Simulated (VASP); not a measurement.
# Ge in VASP: a series of runs

Runs on Ge. Level: PBE+D3(BJ). Tasks: single point.

All numbers are computed with VASP 6.6.1; they aren't measurements. Logs are shortened: lines on timing, memory, paths and dates and some standing lists are left out, and cuts for length are marked.

### 1 The cell of the first run

The cell holds a slab with vacuum, 2 atoms: a = 3.901 Å, b = 3.901 Å, c = 28.000 Å, α = 90.00°, β = 90.00°, γ = 120.00°.

### 2 Single point, PBE+D3(BJ)

Contents of INCAR:

```
SYSTEM = Ge
PREC = Accurate
ENCUT = 520
EDIFF = 1E-7
ISMEAR = 0
SIGMA = 0.1
LREAL = .False.
LASPH = .True.
NELM = 100
ALGO = Normal
ISIF = 2
LWAVE = .False.
LCHARG = .True.
LDIPOL = .True.
IDIPOL = 3
DIPOL = 0.5 0.5 0.500
GGA = PE
IVDW = 12
LELF = .True.
LVHAR = .True.
LVACPOTAV = .True.
NBANDS = 21
```

Contents of KPOINTS:

```
Automatic mesh
0
Gamma
  12 12 1
  0 0 0
```

Contents of POSCAR:

```
Ge
1.0
    3.9010000000      0.0000000000      0.0000000000
   -1.9505000000      3.3783651002      0.0000000000
    0.0000000000      0.0000000000     28.0000000000
Ge
2
Direct
    0.3333333333      0.6666666667      0.5078571429
    0.6666666667      0.3333333333      0.4921428571
```

Potentials or basis: VASP PAW PBE potentials, release 64 (Ge_d).

On the command line:

```console
> cat potpaw_PBE.64/Ge_d/POTCAR > POTCAR
> mpirun -np 1 vasp_std > vasp.out
```

OUTCAR:

```text
SYSTEM = Ge
   PREC = Accurate
   ENCUT = 520
   EDIFF = 1E-7
   ISMEAR = 0
   LREAL = .False.
   LASPH = .True.
   NELM = 100
   ISIF = 2
   GGA = PE
   IVDW = 12
 IVDW          = 12

 ion  position               nearest neighbor table
   1  0.333  0.667  0.508-   2 2.29   2 2.29   2 2.29
   2  0.667  0.333  0.492-   1 2.29   1 2.29   1 2.29

  LATTYP: Found a hexagonal cell.
 ALAT       =     3.9010000000
 C/A-ratio  =     7.1776467572

  Lattice vectors:

 A1 = (   3.9010000000,   0.0000000000,   0.0000000000)
 A2 = (  -1.9505000000,   3.3783651002,   0.0000000000)
 A3 = (   0.0000000000,   0.0000000000,  28.0000000000)

Analysis of symmetry for initial positions (statically):
=====================================================================
 Subroutine PRICEL returns:
 Original cell was already a primitive cell.

 Routine SETGRP: Setting up the symmetry group for a
 hexagonal supercell.

 Subroutine GETGRP returns: Found 12 space group operations
 (whereof 12 operations were pure point group operations)
 out of a pool of 24 trial point group operations.

The static configuration has the point symmetry D_3d.

Analysis of symmetry for dynamics (positions and initial velocities):
=====================================================================
 Subroutine PRICEL returns:
 Original cell was already a primitive cell.

 Routine SETGRP: Setting up the symmetry group for a
 hexagonal supercell.

 Subroutine GETGRP returns: Found 12 space group operations
 (whereof 12 operations were pure point group operations)
 out of a pool of 24 trial point group operations.

The dynamic configuration has the point symmetry D_3d.

 Subroutine INISYM returns: Found 12 space group operations
 (whereof 12 operations are pure point group operations),
 and found     1 'primitive' translations

----------------------------------------------------------------------------------------

                                     Primitive cell

  volume of cell :     369.0121

  direct lattice vectors                    reciprocal lattice vectors
     3.901000000  0.000000000  0.000000000     0.256344527  0.148000582  0.000000000
    -1.950500000  3.378365100  0.000000000     0.000000000  0.296001163  0.000000000
     0.000000000  0.000000000 28.000000000     0.000000000  0.000000000  0.035714286

  length of vectors
     3.901000000  3.901000000 28.000000000     0.296001163  0.296001163  0.035714286

  position of ions in fractional coordinates (direct lattice)
     0.333333333  0.666666667  0.507857143
     0.666666667  0.333333333  0.492142857

  ion indices of the primitive-cell ions
   primitive index   ion index
                 1           1
                 2           2

----------------------------------------------------------------------------------------

 KPOINTS: Automatic mesh

Automatic generation of k-mesh.
 Grid dimensions read from file:
 generate k-points for:   12   12    1

 Generating k-lattice:

  Cartesian coordinates                     Fractional coordinates (reciprocal lattice)
     0.021362044  0.012333382  0.000000000     0.083333333 -0.000000000  0.000000000
     0.000000000  0.024666764  0.000000000     0.000000000  0.083333333  0.000000000
     0.000000000  0.000000000  0.035714286     0.000000000  0.000000000  1.000000000

  Length of vectors
     0.024666764  0.024666764  0.035714286

  Shift w.r.t. Gamma in fractional coordinates (k-lattice)
     0.000000000  0.000000000  0.000000000

 Subroutine IBZKPT returns following result:
 ===========================================

 Found     19 irreducible k-points:

 Following reciprocal coordinates:
            Coordinates               Weight
  0.000000  0.000000  0.000000      1.000000
  0.083333  0.000000  0.000000      6.000000
  0.166667  0.000000  0.000000      6.000000
  0.250000  0.000000  0.000000      6.000000
  0.333333  0.000000  0.000000      6.000000
  0.416667  0.000000  0.000000      6.000000
[... 11 lines left out ...]
  0.333333  0.250000  0.000000     12.000000
  0.333333  0.333333  0.000000      2.000000
   k-points           NKPTS =     19   k-points in BZ     NKDIM =     19   number of bands    NBANDS=     21
   number of dos      NEDOS =    301   number of ions     NIONS =      2
   total plane-waves  NPLWV = 189000
   dimension x,y,z NGX =    30 NGY =   30 NGZ =  210
   dimension x,y,z NGXF=    60 NGYF=   60 NGZF=  420
   ions per type =               2
   NGX,Y,Z   is equivalent  to a cutoff of  12.78, 12.78, 12.47 a.u.
   NGXF,Y,Z  is equivalent  to a cutoff of  25.57, 25.57, 24.94 a.u.
 SYSTEM =  Ge
   PREC   = accura    normal or accurate (medium, high low for compatibility)
   ISTART =      0    job   : 0-new  1-cont  2-samecut
   ICHARG =      2    charge: 1-file 2-atom 10-const
   ISPIN  =      1    spin polarized calculation?
   LNONCOLLINEAR =      F non collinear calculations
   LSORBIT =      F    spin-orbit coupling
   LASPH  =      T    aspherical Exc in radial PAW
   ENCUT  =  520.0 eV  38.22 Ry    6.18 a.u.   7.25  7.25 52.06*2*pi/ulx,y,z
   NELM   =    100;   NELMIN=  2; NELMDL= -5     # of ELM steps
   EDIFF  = 0.1E-06   stopping-criterion for ELM
   LREAL  =      F    real-space projection
   EDIFFG = 0.1E-05   stopping-criterion for IOM
   NSW    =      0    number of steps for IOM
   IBRION =     -1    ionic relax: 0-MD 1-quasi-New 2-CG
   NFREE  =      0    steps in history (QN), initial steepest desc. (CG)
   ISIF   =      2    stress and relaxation
   ISYM   =      2    0-nonsym 1-usesym 2-fastsym
   POTIM  = 0.5000    time-step for ionic-motion
   TEBEG  =    0.0;   TEEND  =   0.0 temperature during run
   PSTRESS=    0.0 pullay stress
   NELECT =      28.0000    total number of electrons
   NUPDOWN=      -1.0000    fix difference up-down
   EMIN   =  10.00;   EMAX   =-10.00  energy-range for DOS
   EFERMI =   0.00;   METHOD = LEGACY
   ISMEAR =     0;   SIGMA  =   0.10  broadening in eV -4-tet -1-fermi 0-gaus
   EFERMI_NEDOS =   21; number of points for ismear=-14 and -15
   IALGO  =     38    algorithm
   IMIX   =      4    mixing-type and parameters
     AMIX     =   0.40;   BMIX     =  1.00
     AMIX_MAG =   1.60;   BMIX_MAG =  1.00
  volume/ion in A,a.u.               =     184.51      1245.11
  Fermi-wavevector in a.u.,A,eV,Ry     =   0.693076  1.309723  6.535611  0.480354
  Thomas-Fermi vector in A             =   1.775187
   LORBIT       =      0    0 simple, 1 ext, 2 COOP (PROOUT), +10 PAW based schemes
   GGA     = PE    functional components
   LHFCALC =     F    Hartree Fock is set to
   AEXX    =    0.0000 exact exchange contribution
   IVDW    =    12    specifies the selected vdW correction
   LEPSILON=     F    determine dielectric tensor
   LRPA    =     F    only Hartree local field effects (RPA)
 non-spin polarized calculation
 Gauss-broadening in eV      SIGMA  =   0.10
  energy-cutoff  :      520.00
  volume of cell :      369.01
 maximum number of plane-waves:     10011
 NGX is ok and might be reduce to    30
   NGX = 15   NGY = 15   NGZ =105

 dipolmoment           0.000000      0.000000      0.000000 electrons x Angstroem

 number of electron      27.9999991 magnetization

 dipolmoment           0.000000      0.000000     -0.000000 electrons x Angstroem

 Free energy of the ion-electron system (eV)
  ---------------------------------------------------
  ext. energy  EPLUGINS =         0.00000000
  ---------------------------------------------------
  free energy    TOTEN  =        -7.86105180 eV

  energy without entropy =       -7.85948460  energy(sigma->0) =       -7.86026820

 E-fermi :  -3.2395     XC(G=0):  -1.6581

 val. band max:       -3.2394518886   @ k =   0.3333   0.3333   0.0000
 cond. band min:      -3.2394517325   @ k =   0.3333   0.3333   0.0000
 fundamental gap:      0.0000001561
 Fermi energy:        -3.2394518104

 k-point     1 :       0.0000    0.0000    0.0000
  band No.  band energies     occupation
      1     -28.1557      2.00000
      2     -28.1557      2.00000
      3     -28.1323      2.00000
      4     -28.1028      2.00000
      5     -28.1028      2.00000
      6     -27.9100      2.00000
[... 13 lines left out ...]
     20       1.1650      0.00000
     21       1.6199      0.00000

 k-point     2 :       0.0833    0.0000    0.0000
  band No.  band energies     occupation
      1     -28.1674      2.00000
      2     -28.1668      2.00000
      3     -28.1361      2.00000
      4     -28.0940      2.00000
      5     -28.0911      2.00000
      6     -27.9085      2.00000
[... 13 lines left out ...]
     20       1.2529      0.00000
     21       1.6874      0.00000

 k-point     3 :       0.1667    0.0000    0.0000
  band No.  band energies     occupation
      1     -28.1892      2.00000
      2     -28.1873      2.00000
      3     -28.1449      2.00000
      4     -28.0811      2.00000
      5     -28.0696      2.00000
      6     -27.9156      2.00000
[... 13 lines left out ...]
     20       1.7634      0.00000
     21       1.7844      0.00000
[... 337 lines left out ...]
 k-point    18 :       0.3333    0.2500    0.0000
  band No.  band energies     occupation
      1     -28.2946      2.00000
      2     -28.1867      2.00000
      3     -28.1731      2.00000
      4     -28.0737      2.00000
      5     -27.9863      2.00000
      6     -27.9751      2.00000
[... 13 lines left out ...]
     20       4.2133      0.00000
     21       4.3328      0.00000

 k-point    19 :       0.3333    0.3333    0.0000
  band No.  band energies     occupation
      1     -28.3008      2.00000
      2     -28.1781      2.00000
      3     -28.1781      2.00000
      4     -28.0738      2.00000
      5     -27.9787      2.00000
      6     -27.9787      2.00000
[... 13 lines left out ...]
     20       3.8799      0.00000
     21       3.8799      0.00000

------------------------ aborting loop because EDIFF is reached ----------------------------------------

 vacuum level on the upper side and lower side of the slab       (xc-potential included)        -0.082        -0.082

 Edisp (eV)   -0.32850

 E8    (eV) :    -0.1573

  FORCE on cell =-STRESS in cart. coord.  units (eV):
  Direction    XX          YY          ZZ          XY          YZ          ZX
  --------------------------------------------------------------------------------------
  -------------------------------------------------------------------------------------
  Total       3.05846     3.05846     0.32428    -0.00000    -0.00000     0.00000
  in kB      13.27924    13.27924     1.40795    -0.00000    -0.00000     0.00000
  external pressure =        9.32 kB  Pullay stress =        0.00 kB

 VOLUME and BASIS-vectors are now :
 -----------------------------------------------------------------------------
  energy-cutoff  :      520.00
  volume of cell :      369.01
      direct lattice vectors                 reciprocal lattice vectors
     3.901000000  0.000000000  0.000000000     0.256344527  0.148000582  0.000000000
    -1.950500000  3.378365100  0.000000000     0.000000000  0.296001163  0.000000000
     0.000000000  0.000000000 28.000000000     0.000000000  0.000000000  0.035714286

 POSITION                                       TOTAL-FORCE (eV/Angst)
 -----------------------------------------------------------------------------------
     -0.00000      2.25224     14.22000         0.000000     -0.000000      0.769596
      1.95050      1.12612     13.78000        -0.000000      0.000000     -0.769596
 -----------------------------------------------------------------------------------
    total drift:                               -0.000000      0.000000     -0.000000

  FREE ENERGIE OF THE ION-ELECTRON SYSTEM (eV)
  ---------------------------------------------------
  free  energy   TOTEN  =        -8.1895495816 eV

  energy  without entropy=       -8.1879823884  energy(sigma->0) =       -8.18876598

 vacuum level on the upper side and lower side of the slab         1.137         1.137
```

It took 3.2 min on 1 thread of Intel Xeon 6975P-C (Granite Rapids), shared host; peak memory 0.49 GiB.

What came out:

| Property | Result |
| --- | --- |
| Free energy | -8.1895 eV |
| Largest force | 0.770 eV/Å |
| Band gap on the k mesh | zero (filled and empty bands touch) |
| Dispersion energy per atom | -0.164 eV |
| Work function of the upper face | 4.38 eV |
| Work function of the lower face | 4.38 eV |

Forces in eV/Å, atoms in the order of the input:
```
Ge   0.000  0.000  0.770
Ge   0.000  0.000 -0.770
```

(Continued in part 2 of 2.)
